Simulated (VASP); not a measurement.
# BaTiO3 (Pm-3m) in VASP: notebook

The runs below take BaTiO3 through single point, with r2SCAN, PBEsol.

Everything below comes from runs of VASP 6.6.1. Logs are shortened: lines on timing, memory, paths and dates and some standing lists are left out, and cuts for length are marked.

### Step 1. The cell of the first run

It takes space group Pm-3m (No. 221, cubic). Conventional cell: a = 3.952 Å, b = 3.952 Å, c = 3.952 Å, α = 90.00°, β = 90.00°, γ = 90.00°. Within 3.7 Å of Ba (site symmetry m-3m) lie 12 O at 2.79 Å and 8 Ti at 3.42 Å. Within 2.6 Å of Ti (site symmetry m-3m) lie 6 O at 1.98 Å. Within 2.6 Å of O (site symmetry 4/mmm) lie 2 Ti at 1.98 Å.

### Step 2. Single point, r2SCAN

File POSCAR:

```
BaTiO3
1.0
    3.9518582279      0.0000000000      0.0000000000
    0.0000000000      3.9518582279      0.0000000000
    0.0000000000      0.0000000000      3.9518582279
Ba Ti O
1 1 3
Direct
    0.5000000000      0.5000000000      0.5000000000
    0.0000000000      0.0000000000      0.0000000000
    0.0000000000      0.0000000000      0.5000000000
    0.0000000000      0.5000000000      0.0000000000
    0.5000000000      0.0000000000      0.0000000000
```

File INCAR.step1:

```
SYSTEM = BaTiO3
PREC     = Accurate       ! precision mode
ENCUT    = 910            ! plane-wave cutoff, eV
ISMEAR   = -1             ! smearing method
SIGMA    = 0.05           ! smearing width, eV
LREAL    = .False.        ! projectors in reciprocal space
LASPH    = .True.         ! aspherical terms in the spheres
NELM     = 120            ! most SCF steps
NBANDS   = 28             ! bands
GGA      = PE             ! functional
ALGO     = Normal         ! electronic algorithm
EDIFF    = 1E-5           ! SCF threshold, eV
LWAVE    = .True.         ! write WAVECAR
LCHARG   = .False.        ! write CHGCAR
GGA_COMPAT= .False.
```

File INCAR.step2:

```
SYSTEM = BaTiO3
PREC     = Accurate       ! precision mode
ENCUT    = 910            ! plane-wave cutoff, eV
EDIFF    = 1E-6           ! SCF threshold, eV
ISMEAR   = -1             ! smearing method
SIGMA    = 0.05           ! smearing width, eV
LREAL    = .False.        ! projectors in reciprocal space
LASPH    = .True.         ! aspherical terms in the spheres
NELM     = 120            ! most SCF steps
ALGO     = Normal         ! electronic algorithm
ISIF     = 2              ! what is computed and relaxed
LWAVE    = .False.        ! write WAVECAR
LCHARG   = .False.        ! write CHGCAR
METAGGA  = R2SCAN         ! meta-GGA
LMIXTAU  = .True.       
NBANDS   = 28             ! bands
ISTART   = 1            
GGA_COMPAT= .False.
```

File KPOINTS:

```
regular mesh
0
Gamma
  7 7 7
  0 0 0
```

Potentials or basis: VASP PAW PBE potentials, release 64 (Ba_sv, Ti_sv, O_h).

Launch:

```
$ cat potpaw_PBE.64/Ba_sv/POTCAR potpaw_PBE.64/Ti_sv/POTCAR potpaw_PBE.64/O_h/POTCAR > POTCAR
$ cp INCAR.step1 INCAR
$ mpirun -np 1 vasp_std > vasp.out
$ cp INCAR.step2 INCAR
$ mpirun -np 1 vasp_std > vasp.out
```

OUTCAR:

```text
SYSTEM = BaTiO3
   PREC = Accurate
   ENCUT = 910
   EDIFF = 1E-6
   ISMEAR = -1
   LREAL = .False.
   LASPH = .True.
   NELM = 120
   ISIF = 2
   METAGGA = R2SCAN
   ISTART = 1

 ion  position               nearest neighbor table
   1  0.500  0.500  0.500-   3 2.79   4 2.79   5 2.79   4 2.79   5 2.79   3 2.79   5 2.79   5 2.79
                             3 2.79   4 2.79   4 2.79   3 2.79   2 3.42   2 3.42   2 3.42   2 3.42
   2  0.000  0.000  0.000-   3 1.98   4 1.98   5 1.98   3 1.98   4 1.98   5 1.98   1 3.42   1 3.42
                             1 3.42   1 3.42   1 3.42   1 3.42   1 3.42   1 3.42
   3  0.000  0.000  0.500-   2 1.98   2 1.98   1 2.79   1 2.79   1 2.79   1 2.79
   4  0.000  0.500  0.000-   2 1.98   2 1.98   1 2.79   1 2.79   1 2.79   1 2.79
   5  0.500  0.000  0.000-   2 1.98   2 1.98   1 2.79   1 2.79   1 2.79   1 2.79

  LATTYP: Found a simple cubic cell.
 ALAT       =     3.9518582279

  Lattice vectors:

 A1 = (   3.9518582279,   0.0000000000,   0.0000000000)
 A2 = (   0.0000000000,   3.9518582279,   0.0000000000)
 A3 = (   0.0000000000,   0.0000000000,   3.9518582279)

Analysis of symmetry for initial positions (statically):
=====================================================================
 Subroutine PRICEL returns:
 Original cell was already a primitive cell.

 Routine SETGRP: Setting up the symmetry group for a
 simple cubic supercell.

 Subroutine GETGRP returns: Found 48 space group operations
 (whereof 48 operations were pure point group operations)
 out of a pool of 48 trial point group operations.

The static configuration has the point symmetry O_h .

Analysis of symmetry for dynamics (positions and initial velocities):
=====================================================================
 Subroutine PRICEL returns:
 Original cell was already a primitive cell.

 Routine SETGRP: Setting up the symmetry group for a
 simple cubic supercell.

 Subroutine GETGRP returns: Found 48 space group operations
 (whereof 48 operations were pure point group operations)
 out of a pool of 48 trial point group operations.

The dynamic configuration has the point symmetry O_h .

 Subroutine INISYM returns: Found 48 space group operations
 (whereof 48 operations are pure point group operations),
 and found     1 'primitive' translations

----------------------------------------------------------------------------------------
[... 93 lines left out ...]
   NELM   =    120;   NELMIN=  2; NELMDL=  0     # of ELM steps
   EDIFF  = 0.1E-05   stopping-criterion for ELM
   LREAL  =      F    real-space projection
   EDIFFG = 0.1E-04   stopping-criterion for IOM
   NSW    =      0    number of steps for IOM
   IBRION =     -1    ionic relax: 0-MD 1-quasi-New 2-CG
   NFREE  =      0    steps in history (QN), initial steepest desc. (CG)
   ISIF   =      2    stress and relaxation
   ISYM   =      2    0-nonsym 1-usesym 2-fastsym
   POTIM  = 0.5000    time-step for ionic-motion
   TEBEG  =    0.0;   TEEND  =   0.0 temperature during run
   PSTRESS=    0.0 pullay stress
   NELECT =      40.0000    total number of electrons
   NUPDOWN=      -1.0000    fix difference up-down
   EMIN   =  10.00;   EMAX   =-10.00  energy-range for DOS
   EFERMI =   0.00;   METHOD = LEGACY
   ISMEAR =    -1;   SIGMA  =   0.05  broadening in eV -4-tet -1-fermi 0-gaus
   EFERMI_NEDOS =   21; number of points for ismear=-14 and -15
   IALGO  =     38    algorithm
   IMIX   =      4    mixing-type and parameters
     AMIX     =   0.40;   BMIX     =  1.00
     AMIX_MAG =   1.60;   BMIX_MAG =  1.00
  volume/ion in A,a.u.               =      12.34        83.30
  Fermi-wavevector in a.u.,A,eV,Ry     =   1.416751  2.677271 27.309381  2.007183
  Thomas-Fermi vector in A             =   2.538053
   LORBIT       =      0    0 simple, 1 ext, 2 COOP (PROOUT), +10 PAW based schemes
   METAGGA = R2SCAN    functional components
   LHFCALC =     F    Hartree Fock is set to
   AEXX    =    0.0000 exact exchange contribution
   IVDW    =     0    specifies the selected vdW correction
   LEPSILON=     F    determine dielectric tensor
   LRPA    =     F    only Hartree local field effects (RPA)
 non-spin polarized calculation
  energy-cutoff  :      910.00
  volume of cell :       61.72
 maximum number of plane-waves:      3887
 NGX is ok and might be reduce to    40
   NGX = 19   NGY = 19   NGZ = 19

 number of electron      40.0000012 magnetization

 Free energy of the ion-electron system (eV)
  ---------------------------------------------------
  ext. energy  EPLUGINS =         0.00000000
  ---------------------------------------------------
  free energy    TOTEN  =       -74.19796356 eV

  energy without entropy =      -74.19796356  energy(sigma->0) =      -74.19796356

 E-fermi :   5.2090     XC(G=0): -12.1425

 val. band max:        4.1320457439   @ k =   0.4286   0.4286   0.4286
 cond. band min:       6.4316803209   @ k =   0.0000   0.0000   0.0000
 fundamental gap:      2.2996345771
 Fermi energy:         5.2090348891

 k-point     1 :       0.0000    0.0000    0.0000
  band No.  band energies     occupation
      1     -54.4973      2.00000
      2     -29.6799      2.00000
      3     -29.6799      2.00000
      4     -29.6799      2.00000
      5     -21.1850      2.00000
      6     -13.7401      2.00000
[... 609 lines left out ...]
     27      12.6199      0.00000
     28      12.6199      0.00000

------------------------ aborting loop because EDIFF is reached ----------------------------------------

  FORCE on cell =-STRESS in cart. coord.  units (eV):
  Direction    XX          YY          ZZ          XY          YZ          ZX
  --------------------------------------------------------------------------------------
  -------------------------------------------------------------------------------------
  Total        3.1684320      3.1684320      3.1684320     -0.0000000      0.0000000     -0.0000000
  in kB       82.2528398     82.2528398     82.2528398     -0.0000000      0.0000000     -0.0000000
  external PRESSURE =      82.2528398 kB  Pullay stress =       0.0000000 kB

 VOLUME and BASIS-vectors are now :
 -----------------------------------------------------------------------------
  energy-cutoff  :      910.00
  volume of cell :       61.72
      direct lattice vectors                 reciprocal lattice vectors
     3.951858228  0.000000000  0.000000000     0.253045515  0.000000000  0.000000000
     0.000000000  3.951858228  0.000000000     0.000000000  0.253045515  0.000000000
     0.000000000  0.000000000  3.951858228     0.000000000  0.000000000  0.253045515

 POSITION                                       TOTAL-FORCE (eV/Angst)
 -----------------------------------------------------------------------------------
      1.97593      1.97593      1.97593         0.000000      0.000000      0.000000
      0.00000      0.00000      0.00000         0.000000      0.000000      0.000000
      0.00000      0.00000      1.97593         0.000000      0.000000      0.000000
      0.00000      1.97593      0.00000         0.000000      0.000000      0.000000
      1.97593      0.00000      0.00000         0.000000      0.000000      0.000000
 -----------------------------------------------------------------------------------
    total drift:                                0.000000      0.000000     -0.000000

  FREE ENERGIE OF THE ION-ELECTRON SYSTEM (eV)
  ---------------------------------------------------
  free  energy   TOTEN  =       -74.1979635591 eV

  energy  without entropy=      -74.1979635590  energy(sigma->0) =      -74.19796356
```

OUTCAR.step1:

```text
SYSTEM = BaTiO3
   PREC = Accurate
   ENCUT = 910
   ISMEAR = -1
   LREAL = .False.
   LASPH = .True.
[... 847 lines left out ...]
      0.00000      0.00000      1.97593         0.000000      0.000000      0.000000
      0.00000      1.97593      0.00000         0.000000      0.000000      0.000000
      1.97593      0.00000      0.00000         0.000000      0.000000      0.000000
 -----------------------------------------------------------------------------------
    total drift:                                0.000000      0.000000     -0.000000

  FREE ENERGIE OF THE ION-ELECTRON SYSTEM (eV)
  ---------------------------------------------------
  free  energy   TOTEN  =       -39.8771553071 eV

  energy  without entropy=      -39.8771553060  energy(sigma->0) =      -39.87715531
```

Wall time 2.6 min (1 thread of Intel Xeon Platinum 8488C (Sapphire Rapids), shared host); peak memory 0.31 GiB.

What came out:

```
Free energy            : -74.1980 eV
Pressure               : 8.2 GPa
Band gap on the k mesh : 2.30 eV (least direct gap 2.35 eV)
```

Caveat: the cutoff is under 1.25 times the usual one of these potentials, so pressure, stress and relaxed cells hold a basis-set (Pulay) error; the cell stands under pressure; the PAW data sets were made with another functional, which shifts forces and pressure a little; spin-orbit coupling is left out, which moves the levels of the heavy elements; an odd mesh through Γ misses points on the zone boundary, where band edges can lie.

### Step 3. Single point, PBEsol (12.09 Å³/atom)

This run uses another cell than the first one, of 12.09 Å³/atom.

File INCAR:

```
SYSTEM = BaTiO3
  PREC = Accurate
  ENCUT = 520
  EDIFF = 1E-6
  ISMEAR = -1
  SIGMA = 0.05
  LREAL = .False.
  LASPH = .True.
  NELM = 80
  ALGO = Normal
  ISIF = 2
  LWAVE = .False.
  LCHARG = .False.
  GGA = PS
  NBANDS = 28
```

File KPOINTS:

```
Automatic mesh
0
Gamma
  7 7 7
  0 0 0
```

POSCAR: that of step 2 with these lines changed.

```diff
@@ -2,5 +2,5 @@
 1.0
-    3.9518582279      0.0000000000      0.0000000000
-    0.0000000000      3.9518582279      0.0000000000
-    0.0000000000      0.0000000000      3.9518582279
+    3.9242219515      0.0000000000      0.0000000000
+    0.0000000000      3.9242219515      0.0000000000
+    0.0000000000      0.0000000000      3.9242219515
 Ba Ti O
```

Potentials or basis: VASP PAW PBE potentials, release 64 (Ba_sv, Ti_sv, O).

Launch:

```
$ cat potpaw_PBE.64/Ba_sv/POTCAR potpaw_PBE.64/Ti_sv/POTCAR potpaw_PBE.64/O/POTCAR > POTCAR
$ mpirun -np 1 vasp_std > vasp.out
```

Wall time 61 s (1 thread of Intel Xeon 8259CL, shared host); peak memory 0.19 GiB.

The run converged. Its results:

```yaml
Free_energy: -41.9023 eV
Pressure: 9.0 GPa
Band_gap_on_the_k_mesh: 1.88 eV (least direct gap 1.89 eV)
```

Levels at points of the mesh, in eV from the valence-band top:
```
           k point  band 16  band 17  band 18  band 19  band 20  band 21  band 22  band 23  band 24  band 25
(0.00, 0.00, 0.00)    -1.14    -1.14    -0.01    -0.01    -0.01     1.88     1.88     1.88     4.41     4.41
```

Caveat: the cell stands under pressure; the PAW data sets were made with another functional, which shifts forces and pressure a little; spin-orbit coupling is left out, which moves the levels of the heavy elements; an odd mesh through Γ misses points on the zone boundary, where band edges can lie.

[end of part 1 of 2]
